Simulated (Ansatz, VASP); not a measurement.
**InSb in VASP and in Ansatz**

```xyz
2
Lattice="0.0000 2.9376 2.9376 2.9376 0.0000 2.9376 2.9376 2.9376 0.0000" Properties=species:S:1:pos:R:3 pbc="T T T"
In    0.0000    0.0000    0.0000
Sb    1.4688    1.4688    1.4688
```

Change from the starting cell: volume scaled by 0.72, PAW files.

Alike in both runs: task single point; functional r2SCAN; k mesh 11 × 11 × 11; occupations fermi-dirac, width 0.1 eV; no spin polarisation.

|  | VASP | Ansatz |
| --- | --- | --- |
| version | VASP 6.6.1 | Ansatz 0.2.0 |
| potentials or method | VASP PAW PBE potentials, release 64 (In_d, Sb) | PAW with Ansatz's default frozen-core files, scalar-relativistic |
| plane-wave cutoff (eV) | 520 | 500 |
| valence electrons in the cell | 18 | 28 |

|  | VASP | Ansatz | Ansatz less VASP |
| --- | --- | --- | --- |
| pressure (GPa) | 31.1 | 31.0 | -0.03 |

VASP's potentials were made for PBE, not for r2SCAN. Both programs put the cell under a high pressure, so it lies far from rest at this level. VASP's potentials hold 18 valence electrons a cell and Ansatz's 28, so a difference there can come from the potentials and not from the codes.

Neither program's run includes spin-orbit coupling.
